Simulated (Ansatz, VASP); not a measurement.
## SnO: VASP beside Ansatz

POSCAR

```
SnO
1.0
    3.7926488455      0.0000000000      0.0000000000
    0.0000000000      3.7926488455      0.0000000000
    0.0000000000      0.0000000000      4.7582138958
Sn O
2 2
Direct
    0.5000000000      0.0000000000      0.2410340807
    0.0000000000      0.5000000000      0.7589659193
    0.0000000000      0.0000000000      0.0000000000
    0.5000000000      0.5000000000      0.0000000000
```

Contents of INCAR.step1:

```
ALGO     = Normal         # electronic algorithm
EDIFF    = 1E-5           # SCF threshold, eV
ENCUT    = 520            # plane-wave cutoff, eV
GGA      = PE             # functional
GGA_COMPAT= False        
ISIF     = 2              # what is computed and relaxed
ISMEAR   = 0              # smearing method
KPAR     = 4            
LASPH    = True           # aspherical terms in the spheres
LCHARG   = False          # write CHGCAR
LREAL    = False          # projectors in reciprocal space
LWAVE    = True           # write WAVECAR
NBANDS   = 28             # bands
NELM     = 120            # most SCF steps
PREC     = Accurate       # precision mode
SIGMA    = 0.01           # smearing width, eV
```

File INCAR.step2:

```
AEXX     = 0.25           # exact-exchange fraction
ALGO     = Normal         # electronic algorithm
EDIFF    = 1E-6           # SCF threshold, eV
ENCUT    = 520            # plane-wave cutoff, eV
GGA      = PE             # functional
GGA_COMPAT= False        
ISIF     = 2              # what is computed and relaxed
ISMEAR   = 0              # smearing method
ISTART   = 1            
KPAR     = 4            
LASPH    = True           # aspherical terms in the spheres
LCHARG   = False          # write CHGCAR
LHFCALC  = True           # exact exchange
LREAL    = False          # projectors in reciprocal space
LWAVE    = False          # write WAVECAR
NBANDS   = 28             # bands
NELM     = 120            # most SCF steps
PREC     = Accurate       # precision mode
PRECFOCK = Normal       
SIGMA    = 0.01           # smearing width, eV
```

Contents of KPOINTS:

```
k-points
0
Gamma
  4 4 4
```

Input for Ansatz:

```yaml
crystal:
  lattice:
    - [3.7926488455, 0.0, 0.0]
    - [0.0, 3.7926488455, 0.0]
    - [0.0, 0.0, 4.7582138958]
  atoms:
    - { symbol: Sn, position: [0.5, 0.0, 0.2410340807] }
    - { symbol: Sn, position: [0.0, 0.5, 0.7589659193] }
    - { symbol: O, position: [0.0, 0.0, 0.0] }
    - { symbol: O, position: [0.5, 0.5, 0.0] }
kpoints:
  mp_grid: { grid: [4, 4, 4] }
  band_path:
    path:
      - [0.0, 0.0, 0.0]
      - [0.0, 0.5, 0.0]
      - [0.5, 0.5, 0.0]
      - [0.0, 0.0, 0.5]
      - [0.0, 0.5, 0.5]
      - [0.5, 0.5, 0.5]
      - [0.05, 0.05, 0.0]
    npoints: 1
hamiltonian:
  xc: pbe0
scf:
  occupations: { method: fixed }
  n_extra_bands: 5
output:
  forces: true
  stress: true
  eigenvalues: true
```

Alike in both runs: task single point; functional PBE0; k mesh 4 × 4 × 4; no spin polarisation.

```csv
,VASP,Ansatz
version,VASP 6.6.1,Ansatz 0.2.0
potentials or method,"VASP PAW PBE potentials, release 64 (Sn_d, O)","plane waves, PAW"
plane-wave cutoff (eV),520,420
occupations,"gaussian, width 0.01 eV",fixed
valence electrons in the cell,40,40
```

```csv
,VASP,Ansatz,Ansatz less VASP
gap on the k mesh at the Fermi level (eV),0.92,0.86,-0.060
pressure (GPa),1.1,0.8,-0.26
"traceless stress, the component that is largest in VASP (GPa)",0.22,0.20,-0.016
rms of the force components (eV/Å),0.026,0.075,+0.0489
```

Atom by atom the forces differ by 0.049 eV/Å (rms over components). Ansatz's warnings: metallic iterate, metallic semilocal start, stress exchange threshold loose, stress scf threshold loose.
